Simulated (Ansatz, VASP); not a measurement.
Two plane-wave programs on AlN

```
CELL_PARAMETERS angstrom
3.11000 0.00000 0.00000
-1.55500 2.69334 0.00000
0.00000 0.00000 4.88040
ATOMIC_POSITIONS crystal
Al 0.66667 0.33333 0.00000
Al 0.33333 0.66667 0.50000
N 0.66667 0.33333 0.38200
N 0.33333 0.66667 0.88200
```

Change from the starting cell: z stretched by -2 %, ions relaxed.

Alike in both runs: task relaxation of the atoms; functional PBE; k mesh 11 × 11 × 6; occupations fermi-dirac, width 0.02 eV; no spin polarisation.

```csv
,VASP,Ansatz
version,VASP 6.6.1,Ansatz 0.2.0
potentials or method,"VASP PAW PBE potentials, release 64 (Al, N)","plane-wave PAW, scalar-relativistic"
plane-wave cutoff (eV),520,420
valence electrons in the cell,16,16
```

```csv
,VASP,Ansatz,Ansatz less VASP
"gap on the k mesh at the Fermi level, each at its own relaxed structure (eV)",4.27,4.27,-0.009
```

Ansatz's warnings: stress scf threshold loose.
